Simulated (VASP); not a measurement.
# WS2 (R3m) in VASP: a series of runs, part 2 of 2

VASP 6.6.1.

### Step 4. Single point, PBE+D3(BJ)

This run uses another cell than the first one, of 19.32 Å³/atom.

INCAR reads:

```
SYSTEM = WS2
PREC = Accurate
ENCUT = 520
EDIFF = 1E-6
ISMEAR = 0
SIGMA = 0.05
LREAL = .False.
LASPH = .True.
NELM = 60
ALGO = Normal
ISIF = 2
LWAVE = .False.
LCHARG = .True.
GGA = PE
IVDW = 12
LELF = .True.
LVHAR = .True.
NBANDS = 20
```

KPOINTS reads:

```
Automatic mesh
0
Gamma
  12 12 12
  0 0 0
```

POSCAR reads:

```
WS2
1.0
    1.6259500000      0.9387426702      6.3294666667
   -1.6259500000      0.9387426702      6.3294666667
    0.0000000000     -1.8774853404      6.3294666667
W S
1 2
Direct
    0.9993440419      0.9993440419      0.9993440419
    0.7527816504      0.7527816504      0.7527816504
    0.5791743077      0.5791743077      0.5791743077
```

The run is started by

```bash
$ cat potpaw_PBE.64/W_sv/POTCAR potpaw_PBE.64/S/POTCAR > POTCAR
$ mpirun -np 1 vasp_std > vasp.out
```

Run time: 8.4 min. Hardware: 1 thread of AMD EPYC 9R45 (Zen 5), shared host; peak memory 0.44 GiB.

Results (log left out):

```
Free energy                : -24.6025 eV
Pressure                   : -14.4 GPa
Largest force              : 1.760 eV/Å
Band gap on the k mesh     : 1.05 eV (least direct gap 1.76 eV)
Dispersion energy per atom : -0.391 eV
```

Forces on the atoms (eV/Å):
```
W    0.000  0.000  0.000
S    0.000  0.000 -1.760
S    0.000  0.000  1.760
```

Stress tensor (GPa, compression positive):
```
-12.99   0.00   0.00
  0.00 -12.99   0.00
  0.00   0.00 -17.30
```

Levels at points of the mesh, in eV from the valence-band top:
```tsv
k point	band 11	band 12	band 13	band 14	band 15	band 16
(0.00, 0.00, 0.00)	-1.82	-1.35	-0.98	2.16	2.16	2.27
(0.50, 0.00, 0.00)	-2.36	-1.49	-1.38	2.23	2.45	3.48
(0.50, 0.50, 0.00)	-2.89	-1.70	-1.25	2.19	2.58	3.09
(0.50, 0.50, 0.50)	-1.78	-1.78	0.00	2.11	2.11	2.28
```

Caveat: the cell stands under tension; spin-orbit coupling is left out, which moves the levels of the heavy elements; forces of over 1 eV/Å act on the atoms, so gaps and moduli don't describe the material at rest. A k mesh can miss the band edges.

### Step 5. Single point, PBE+D3(BJ)

This run uses another cell than the first one, of 19.43 Å³/atom.

INCAR reads:

```
SYSTEM = WS2
PREC = Accurate
ENCUT = 520
EDIFF = 1E-7
ISMEAR = 0
SIGMA = 0.05
LREAL = .False.
LASPH = .True.
NELM = 60
ALGO = Normal
ISIF = 2
LWAVE = .False.
LCHARG = .False.
GGA = PE
IVDW = 12
NBANDS = 20
```

KPOINTS is that of step 4.

POSCAR reads:

```
WS2
1.0
    1.5944000000      0.9205272692      6.6193666667
   -1.5944000000      0.9205272692      6.6193666667
    0.0000000000     -1.8410545384      6.6193666667
W S
1 2
Direct
    0.9993440419      0.9993440419      0.9993440419
    0.7527816504      0.7527816504      0.7527816504
    0.5791743077      0.5791743077      0.5791743077
```

Potentials or basis: VASP PAW PBE potentials, release 64 (W_sv, S).

The run is started by

```bash
$ cat potpaw_PBE.64/W_sv/POTCAR potpaw_PBE.64/S/POTCAR > POTCAR
$ mpirun -np 1 vasp_std > vasp.out
```

OUTCAR:

```text
SYSTEM = WS2
   PREC = Accurate
   ENCUT = 520
   EDIFF = 1E-7
   ISMEAR = 0
   LREAL = .False.
   LASPH = .True.
   NELM = 60
   ISIF = 2
   GGA = PE
   IVDW = 12
 IVDW          = 12

 ion  position               nearest neighbor table
   1  0.999  0.999  0.999-   2 2.52   2 2.52   2 2.52   3 2.52   3 2.52   3 2.52
   2  0.753  0.753  0.753-   1 2.52   1 2.52   1 2.52
   3  0.579  0.579  0.579-   1 2.52   1 2.52   1 2.52

  LATTYP: Found a trigonal (rhomboedric) cell.
 ALAT       =     6.8706256543
 COS(alpha) =     0.8922959601

  Lattice vectors:
[... 744 lines left out ...]

 Edisp (eV)   -1.16425

 E8    (eV) :    -0.4891

  FORCE on cell =-STRESS in cart. coord.  units (eV):
  Direction    XX          YY          ZZ          XY          YZ          ZX
  --------------------------------------------------------------------------------------
  -------------------------------------------------------------------------------------
  Total      -3.73456    -3.73456    -9.25846     0.00000     0.00000     0.00000
  in kB    -102.64738  -102.64738  -254.47658     0.00000     0.00000     0.00000
  external pressure =     -153.26 kB  Pullay stress =        0.00 kB

 VOLUME and BASIS-vectors are now :
 -----------------------------------------------------------------------------
  energy-cutoff  :      520.00
  volume of cell :       58.29
      direct lattice vectors                 reciprocal lattice vectors
     1.594400000  0.920527269  6.619366667     0.313597592  0.181055654  0.050357285
    -1.594400000  0.920527269  6.619366667    -0.313597592  0.181055654  0.050357285
     0.000000000 -1.841054538  6.619366667     0.000000000 -0.362111308  0.050357285

 POSITION                                       TOTAL-FORCE (eV/Angst)
 -----------------------------------------------------------------------------------
      0.00000      0.00000     19.84507         0.000000     -0.000000     -0.002088
      0.00000      0.00000     14.94881         0.000000      0.000000     -2.491275
      0.00000      0.00000     11.50130         0.000000      0.000000      2.493363
 -----------------------------------------------------------------------------------
    total drift:                               -0.000000     -0.000000      0.000197

  FREE ENERGIE OF THE ION-ELECTRON SYSTEM (eV)
  ---------------------------------------------------
  free  energy   TOTEN  =       -24.4209343183 eV

  energy  without entropy=      -24.4209343183  energy(sigma->0) =      -24.42093432
```

stdout:

```text
POSCAR found type information on POSCAR W S
 POSCAR found :  2 types and       3 ions
 scaLAPACK will be used
 LDA part: xc-table for (Slater+PW92), standard interpolation
 POSCAR, INCAR and KPOINTS ok, starting setup
 FFT: planning ... GRIDC
 FFT: planning ... GRID_SOFT
 FFT: planning ... GRID
 WAVECAR not read
 entering main loop
```

Wall time 12 min (1 thread of AMD EPYC 9R45 (Zen 5), shared host); peak memory 0.45 GiB.

What came out:

```yaml
Free_energy: -24.4209 eV
Pressure: -15.3 GPa
Largest_force: 2.493 eV/Å
Band_gap_on_the_k_mesh: 1.14 eV (least direct gap 1.95 eV)
Dispersion_energy_per_atom: -0.388 eV
```

Forces in eV/Å, atoms in the order of the input:
```
W    0.000  0.000 -0.002
S    0.000  0.000 -2.491
S    0.000  0.000  2.493
```

Stress tensor (GPa, compression positive):
```
-10.26   0.00   0.00
  0.00 -10.26   0.00
  0.00   0.00 -25.45
```

Levels at points of the mesh, in eV from the valence-band top:
| k point | band 10 | band 11 | band 12 | band 13 | band 14 | band 15 | band 16 | band 17 |
| --- | --- | --- | --- | --- | --- | --- | --- | --- |
| (0.00, 0.00, 0.00) | -1.47 | -1.05 | -1.05 | -1.01 | 2.55 | 2.55 | 2.68 | 2.68 |
| (0.50, 0.00, 0.00) | -2.81 | -2.28 | -1.11 | -0.83 | 2.77 | 2.88 | 3.76 | 3.82 |
| (0.50, 0.50, 0.00) | -2.75 | -2.72 | -1.00 | -0.96 | 2.86 | 2.95 | 3.44 | 4.09 |
| (0.50, 0.50, 0.50) | -2.10 | -1.02 | -1.02 | -0.06 | 2.46 | 2.46 | 2.75 | 2.75 |

Caveat: the stress differs along the axes, from -25 to -10 GPa; spin-orbit coupling is left out, which moves the levels of the heavy elements; forces of over 1 eV/Å act on the atoms, so gaps and moduli don't describe the material at rest. Expect the measured gap to be larger: semilocal functionals such as PBE lack the derivative discontinuity.

### Step 6. Single point, PBE+D3(BJ)

This run uses another cell than the first one, of 19.49 Å³/atom.

INCAR reads:

```
SYSTEM = WS2
PREC     = Accurate       ! precision mode
ENCUT    = 520            ! plane-wave cutoff, eV
EDIFF    = 1E-7           ! SCF threshold, eV
ISMEAR   = 0              ! smearing method
SIGMA    = 0.05           ! smearing width, eV
LREAL    = .FALSE.        ! projectors in reciprocal space
LASPH    = .TRUE.         ! aspherical terms in the spheres
NELM     = 100            ! most SCF steps
ALGO     = Normal         ! electronic algorithm
ISIF     = 2              ! what is computed and relaxed
LWAVE    = .FALSE.        ! write WAVECAR
LCHARG   = .TRUE.         ! write CHGCAR
GGA      = PE             ! functional
IVDW     = 12             ! dispersion correction
LELF     = .TRUE.         ! ELF
LVHAR    = .TRUE.       
NBANDS   = 20             ! bands
```

KPOINTS reads:

```
regular mesh
0
G
  12 12 12
  0 0 0
```

POSCAR reads:

```
WS2
1.0
    1.5628000000      0.9022830007      6.9092666667
   -1.5628000000      0.9022830007      6.9092666667
    0.0000000000     -1.8045660014      6.9092666667
W S
1 2
Direct
    0.9993440419      0.9993440419      0.9993440419
    0.7527816504      0.7527816504      0.7527816504
    0.5791743077      0.5791743077      0.5791743077
```

Potentials or basis: VASP PAW PBE potentials, release 64 (W_sv, S).

The run is started by

```bash
$ cat potpaw_PBE.64/W_sv/POTCAR potpaw_PBE.64/S/POTCAR > POTCAR
$ mpirun -np 1 vasp_std > vasp.out
```

Wall time 10 min (1 thread of AMD EPYC 9R45 (Zen 5), shared host); peak memory 0.46 GiB.

Results (log left out):

* Free energy: -24.0896 eV
* Pressure: -15.6 GPa
* Largest force: 3.128 eV/Å
* Band gap on the k mesh: 0.90 eV (least direct gap 1.60 eV)
* Dispersion energy per atom: -0.387 eV

Forces on the atoms (eV/Å):
```
W    0.000  0.000 -0.004
S    0.000  0.000 -3.124
S    0.000  0.000  3.128
```

Stress tensor (GPa, compression positive):
```
 -6.87   0.00   0.00
  0.00  -6.87   0.00
  0.00   0.00 -33.03
```

Levels at points of the mesh, in eV from the valence-band top:
```tsv
k point	band 9	band 10	band 11	band 12	band 13	band 14	band 15	band 16	band 17	band 18
(0.00, 0.00, 0.00)	-1.68	-1.68	-1.38	-0.57	-0.57	2.57	2.57	2.86	2.86	5.13
(0.50, 0.00, 0.00)	-4.19	-2.50	-2.44	-1.19	-0.51	2.65	3.24	3.70	3.71	5.23
(0.50, 0.50, 0.00)	-4.00	-2.86	-2.39	-1.02	-0.64	2.86	3.22	3.36	3.94	5.54
(0.50, 0.50, 0.50)	-1.69	-1.69	-0.55	-0.55	-0.50	2.50	2.50	2.91	2.91	5.83
```

Caveat: the stress differs along the axes, from -33 to -7 GPa; spin-orbit coupling is left out, which moves the levels of the heavy elements; forces of over 1 eV/Å act on the atoms, so gaps and moduli don't describe the material at rest. A k mesh can miss the band edges.

### Step 7. Overview

```csv
cell,gap on the mesh (eV),pressure (GPa),largest force (eV/Å)
"a = 6.866 Å, angles 26.6°, 3 atoms",1.12,-13.3,2.37
"a = 7.136 Å, angles 25.0°, 3 atoms",0.88,-13.5,3.02
"a = 6.602 Å, angles 28.5°, 3 atoms",1.05,-14.4,1.76
"a = 6.871 Å, angles 26.8°, 3 atoms",1.14,-15.3,2.49
"a = 7.141 Å, angles 25.3°, 3 atoms",0.90,-15.6,3.13
```

Alike in all rows: task single point; level PBE+D3(BJ); potentials or basis VASP PAW PBE potentials, release 64 (W_sv, S); no spin polarisation; k mesh 12 × 12 × 12; cutoff (eV) 520; smearing gaussian 0.05 eV.

Caveats: spin-orbit coupling is left out, which moves the levels of the heavy elements; forces of over 1 eV/Å act on the atoms, so gaps and moduli don't describe the material at rest; the stress differs along the axes, from -25 to -8 GPa (at least some runs); the stress differs along the axes, from -33 to -4 GPa (at least some runs); the cell stands under tension (at least some runs); the stress differs along the axes, from -25 to -10 GPa (at least some runs); the stress differs along the axes, from -33 to -7 GPa (at least some runs).

Absolute energies hang on the potentials; compare differences alone.
